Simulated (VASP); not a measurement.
# NiGe in VASP: single point with PBE

Aim: the single point of NiGe with PBE.

Everything below comes from runs of VASP 6.6.1. Logs are shortened: lines on timing, memory, paths and dates and some standing lists are left out, and cuts for length are marked.

## Step 1: The cell of the first run

The typed cell holds 2 atoms: a = 2.977 Å, b = 2.977 Å, c = 2.976 Å, α = 90.00°, β = 90.00°, γ = 90.00°.

## Step 2: Single point, PBE

The input, INCAR:

```
SYSTEM = NiGe
PREC = Accurate ; ENCUT = 520
EDIFF = 1E-6 ; ISMEAR = 0
SIGMA = 0.1 ; LREAL = .FALSE.
LASPH = .TRUE. ; NELM = 100
ALGO = Normal ; ISIF = 2
LWAVE = .FALSE. ; LCHARG = .FALSE.
GGA = PE ; NBANDS = 19
```

The input, KPOINTS:

```
Automatic mesh
0
G
  16 16 12
  0 0 0
```

The input, POSCAR:

```
NiGe
1.0
    2.9769169320      0.0000000000      0.0000000000
    0.0000000000      2.9769169320      0.0000000000
    0.0000000000      0.0000000000      2.9762060785
Ni Ge
1 1
Direct
    0.0000000000      0.0000000000      0.0000000000
    0.5000000000      0.5000000000      0.5000000000
```

Potentials or basis: VASP PAW PBE potentials, release 64 (Ni, Ge_d).

The run is started by

```console
$ cat potpaw_PBE.64/Ni/POTCAR potpaw_PBE.64/Ge_d/POTCAR > POTCAR
$ mpirun -np 1 vasp_std > vasp.out
```

OUTCAR:

```text
SYSTEM = NiGe
   PREC = Accurate
   ENCUT = 520
   EDIFF = 1E-6
   ISMEAR = 0
   LREAL = .FALSE.
   LASPH = .TRUE.
   NELM = 100
   ISIF = 2
   GGA = PE

 ion  position               nearest neighbor table
   1  0.000  0.000  0.000-   2 2.58   2 2.58   2 2.58   2 2.58   2 2.58   2 2.58   2 2.58   2 2.58

   2  0.500  0.500  0.500-   1 2.58   1 2.58   1 2.58   1 2.58   1 2.58   1 2.58   1 2.58   1 2.58

  LATTYP: Found a simple tetragonal cell.
 ALAT       =     2.9769169320
 C/A-ratio  =     0.9997612115

  Lattice vectors:

 A1 = (   2.9769169320,   0.0000000000,   0.0000000000)
 A2 = (   0.0000000000,   2.9769169320,   0.0000000000)
 A3 = (   0.0000000000,   0.0000000000,   2.9762060785)

Analysis of symmetry for initial positions (statically):
=====================================================================
 Subroutine PRICEL returns:
 Original cell was already a primitive cell.

 Routine SETGRP: Setting up the symmetry group for a
 simple tetragonal supercell.

 Subroutine GETGRP returns: Found 16 space group operations
 (whereof 16 operations were pure point group operations)
 out of a pool of 16 trial point group operations.

The static configuration has the point symmetry D_4h.

Analysis of symmetry for dynamics (positions and initial velocities):
=====================================================================
 Subroutine PRICEL returns:
 Original cell was already a primitive cell.

 Routine SETGRP: Setting up the symmetry group for a
 simple tetragonal supercell.

 Subroutine GETGRP returns: Found 16 space group operations
 (whereof 16 operations were pure point group operations)
 out of a pool of 16 trial point group operations.

The dynamic configuration has the point symmetry D_4h.

 Subroutine INISYM returns: Found 16 space group operations
 (whereof 16 operations are pure point group operations),
 and found     1 'primitive' translations

----------------------------------------------------------------------------------------

                                     Primitive cell

  volume of cell :      26.3752

  direct lattice vectors                    reciprocal lattice vectors
     2.976916932  0.000000000  0.000000000     0.335918006  0.000000000  0.000000000
     0.000000000  2.976916932  0.000000000     0.000000000  0.335918006  0.000000000
     0.000000000  0.000000000  2.976206079     0.000000000  0.000000000  0.335998239

  length of vectors
     2.976916932  2.976916932  2.976206079     0.335918006  0.335918006  0.335998239

  position of ions in fractional coordinates (direct lattice)
     0.000000000  0.000000000  0.000000000
     0.500000000  0.500000000  0.500000000

  ion indices of the primitive-cell ions
   primitive index   ion index
                 1           1
                 2           2

----------------------------------------------------------------------------------------

 KPOINTS: Automatic mesh

Automatic generation of k-mesh.
 Grid dimensions read from file:
 generate k-points for:   16   16   12

 Generating k-lattice:

  Cartesian coordinates                     Fractional coordinates (reciprocal lattice)
     0.020994875  0.000000000  0.000000000     0.062500000  0.000000000  0.000000000
     0.000000000  0.020994875  0.000000000     0.000000000  0.062500000  0.000000000
     0.000000000  0.000000000  0.027999853     0.000000000  0.000000000  0.083333333

  Length of vectors
     0.020994875  0.020994875  0.027999853

  Shift w.r.t. Gamma in fractional coordinates (k-lattice)
     0.000000000  0.000000000  0.000000000

 Subroutine IBZKPT returns following result:
 ===========================================

 Found    315 irreducible k-points:

 Following reciprocal coordinates:
            Coordinates               Weight
  0.000000  0.000000  0.000000      1.000000
  0.062500  0.000000  0.000000      4.000000
  0.125000  0.000000  0.000000      4.000000
  0.187500  0.000000  0.000000      4.000000
  0.250000  0.000000  0.000000      4.000000
  0.312500  0.000000  0.000000      4.000000
[... 16 lines left out ...]
  0.437500  0.125000  0.000000      8.000000
  0.500000  0.125000  0.000000      4.000000
 [... further k-points ...]
   k-points           NKPTS =    315   k-points in BZ     NKDIM =    315   number of bands    NBANDS=     19
   number of dos      NEDOS =    301   number of ions     NIONS =      2
   total plane-waves  NPLWV =  13824
   dimension x,y,z NGX =    24 NGY =   24 NGZ =   24
   dimension x,y,z NGXF=    48 NGYF=   48 NGZF=   48
   ions per type =               1   1
   NGX,Y,Z   is equivalent  to a cutoff of  13.40, 13.40, 13.41 a.u.
   NGXF,Y,Z  is equivalent  to a cutoff of  26.81, 26.81, 26.81 a.u.
 SYSTEM =  NiGe
   PREC   = accura    normal or accurate (medium, high low for compatibility)
   ISTART =      0    job   : 0-new  1-cont  2-samecut
   ICHARG =      2    charge: 1-file 2-atom 10-const
   ISPIN  =      1    spin polarized calculation?
   LNONCOLLINEAR =      F non collinear calculations
   LSORBIT =      F    spin-orbit coupling
   LASPH  =      T    aspherical Exc in radial PAW
   ENCUT  =  520.0 eV  38.22 Ry    6.18 a.u.   5.54  5.54  5.53*2*pi/ulx,y,z
   NELM   =    100;   NELMIN=  2; NELMDL= -5     # of ELM steps
   EDIFF  = 0.1E-05   stopping-criterion for ELM
   LREAL  =      F    real-space projection
   EDIFFG = 0.1E-04   stopping-criterion for IOM
   NSW    =      0    number of steps for IOM
   IBRION =     -1    ionic relax: 0-MD 1-quasi-New 2-CG
   NFREE  =      0    steps in history (QN), initial steepest desc. (CG)
   ISIF   =      2    stress and relaxation
   ISYM   =      2    0-nonsym 1-usesym 2-fastsym
   POTIM  = 0.5000    time-step for ionic-motion
   TEBEG  =    0.0;   TEEND  =   0.0 temperature during run
   PSTRESS=    0.0 pullay stress
   NELECT =      24.0000    total number of electrons
   NUPDOWN=      -1.0000    fix difference up-down
   EMIN   =  10.00;   EMAX   =-10.00  energy-range for DOS
   EFERMI =   0.00;   METHOD = LEGACY
   ISMEAR =     0;   SIGMA  =   0.10  broadening in eV -4-tet -1-fermi 0-gaus
   EFERMI_NEDOS =   21; number of points for ismear=-14 and -15
   IALGO  =     38    algorithm
   IMIX   =      4    mixing-type and parameters
     AMIX     =   0.40;   BMIX     =  1.00
     AMIX_MAG =   1.60;   BMIX_MAG =  1.00
  volume/ion in A,a.u.               =      13.19        88.99
  Fermi-wavevector in a.u.,A,eV,Ry     =   1.586401  2.997864 34.241369  2.516670
  Thomas-Fermi vector in A             =   2.685718
   LORBIT       =      0    0 simple, 1 ext, 2 COOP (PROOUT), +10 PAW based schemes
   GGA     = PE    functional components
   LHFCALC =     F    Hartree Fock is set to
   AEXX    =    0.0000 exact exchange contribution
   IVDW    =     0    specifies the selected vdW correction
   LEPSILON=     F    determine dielectric tensor
   LRPA    =     F    only Hartree local field effects (RPA)
 non-spin polarized calculation
 Gauss-broadening in eV      SIGMA  =   0.10
  energy-cutoff  :      520.00
  volume of cell :       26.38
 maximum number of plane-waves:       739
 NGX is ok and might be reduce to    24
   NGX = 11   NGY = 11   NGZ = 11

 number of electron      23.9999982 magnetization

 Free energy of the ion-electron system (eV)
  ---------------------------------------------------
  ext. energy  EPLUGINS =         0.00000000
  ---------------------------------------------------
  free energy    TOTEN  =       -10.12465620 eV

  energy without entropy =      -10.11966403  energy(sigma->0) =      -10.12216011

 E-fermi :   9.4584     XC(G=0): -12.7065

 val. band max:        9.4521485447   @ k =   0.4375   0.4375   0.0000
 cond. band min:       9.4632966335   @ k =   0.4375   0.0625   0.4167
 fundamental gap:      0.0111480888
 Fermi energy:         9.4583756078

 k-point     1 :       0.0000    0.0000    0.0000
  band No.  band energies     occupation
      1     -15.5188      2.00000
      2     -15.5178      2.00000
      3     -15.4193      2.00000
      4     -15.4193      2.00000
      5     -15.4186      2.00000
      6      -3.9263      2.00000
[... 11 lines left out ...]
     18      29.7765      0.00000
     19      29.7802      0.00000

 k-point     2 :       0.0625    0.0000    0.0000
  band No.  band energies     occupation
      1     -15.5183      2.00000
      2     -15.5144      2.00000
      3     -15.4204      2.00000
      4     -15.4198      2.00000
      5     -15.4191      2.00000
      6      -3.8613      2.00000
[... 11 lines left out ...]
     18      28.8106      0.00000
     19      28.8161      0.00000

 k-point     3 :       0.1250    0.0000    0.0000
  band No.  band energies     occupation
      1     -15.5175      2.00000
      2     -15.5042      2.00000
      3     -15.4237      2.00000
      4     -15.4230      2.00000
      5     -15.4187      2.00000
      6      -3.6667      2.00000
[... 11 lines left out ...]
     18      27.1157      0.00000
     19      27.1223      0.00000

 k-point     4 :       0.1875    0.0000    0.0000
  band No.  band energies     occupation
      1     -15.5162      2.00000
      2     -15.4889      2.00000
      3     -15.4285      2.00000
      4     -15.4279      2.00000
      5     -15.4180      2.00000
      6      -3.3451      2.00000
[... 11 lines left out ...]
     18      25.4278      0.00000
     19      25.4344      0.00000

 k-point     5 :       0.2500    0.0000    0.0000
  band No.  band energies     occupation
      1     -15.5147      2.00000
      2     -15.4709      2.00000
      3     -15.4342      2.00000
      4     -15.4336      2.00000
      5     -15.4172      2.00000
      6      -2.9021      2.00000
[... 11 lines left out ...]
     18      23.8392      0.00000
     19      24.1058      0.00000
[... 334 lines left out ...]
      2     -15.4476      2.00000
      3     -15.4454      2.00000
      4     -15.4397      2.00000
      5     -15.4211      2.00000
      6      -2.1083      2.00000
[... 11 lines left out ...]
     18      22.5571      0.00000
     19      24.2682      0.00000

 k-point    22 :       0.3750    0.1250    0.0000
  band No.  band energies     occupation
      1     -15.5025      2.00000
      2     -15.4508      2.00000
      3     -15.4446      2.00000
      4     -15.4323      2.00000
      5     -15.4206      2.00000
      6      -1.4885      2.00000
[... 11 lines left out ...]
     18      21.3682      0.00000
     19      23.3822      0.00000

 k-point    23 :       0.4375    0.1250    0.0000
  band No.  band energies     occupation
      1     -15.5016      2.00000
      2     -15.4543      2.00000
      3     -15.4479      2.00000
      4     -15.4221      2.00000
      5     -15.4202      2.00000
      6      -0.8874      2.00000
[... 11 lines left out ...]
     18      21.7121      0.00000
     19      22.6935      0.00000

 k-point    24 :       0.5000    0.1250    0.0000
  band No.  band energies     occupation
      1     -15.5013      2.00000
      2     -15.4555      2.00000
      3     -15.4490      2.00000
      4     -15.4200      2.00000
      5     -15.4185      2.00000
      6      -0.5889      2.00000
[... 11 lines left out ...]
     18      21.9192      0.00000
     19      22.3685      0.00000

 [... further k-points ...]

------------------------ aborting loop because EDIFF is reached ----------------------------------------

  FORCE on cell =-STRESS in cart. coord.  units (eV):
  Direction    XX          YY          ZZ          XY          YZ          ZX
  --------------------------------------------------------------------------------------
  -------------------------------------------------------------------------------------
  Total        0.0226656      0.0226656      0.0279863      0.0000000      0.0000000      0.0000000
  in kB        1.3768355      1.3768355      1.7000443      0.0000000      0.0000000      0.0000000
  external PRESSURE =       1.4845718 kB  Pullay stress =       0.0000000 kB

 VOLUME and BASIS-vectors are now :
 -----------------------------------------------------------------------------
  energy-cutoff  :      520.00
  volume of cell :       26.38
      direct lattice vectors                 reciprocal lattice vectors
     2.976916932  0.000000000  0.000000000     0.335918006  0.000000000  0.000000000
     0.000000000  2.976916932  0.000000000     0.000000000  0.335918006  0.000000000
     0.000000000  0.000000000  2.976206079     0.000000000  0.000000000  0.335998239

 POSITION                                       TOTAL-FORCE (eV/Angst)
 -----------------------------------------------------------------------------------
      0.00000      0.00000      0.00000         0.000000      0.000000      0.000000
      1.48846      1.48846      1.48810         0.000000      0.000000      0.000000
 -----------------------------------------------------------------------------------
    total drift:                                0.000000      0.000000     -0.000000

  FREE ENERGIE OF THE ION-ELECTRON SYSTEM (eV)
  ---------------------------------------------------
  free  energy   TOTEN  =       -10.1246561970 eV

  energy  without entropy=      -10.1196640258  energy(sigma->0) =      -10.12216011
```

Run time: 54 s. Hardware: 1 thread of Intel Xeon Platinum 8488C (Sapphire Rapids), shared host; peak memory 0.27 GiB.

Results:

```yaml
Free_energy: -10.1247 eV
Pressure: 0.1 GPa
Band_gap_on_the_k_mesh: zero (band 12 reaches 12.03 eV, above the bottom of band 13 at 8.60 eV)
```

Spin polarisation is off, so any magnetic state and its effect on volume and gap are missing.
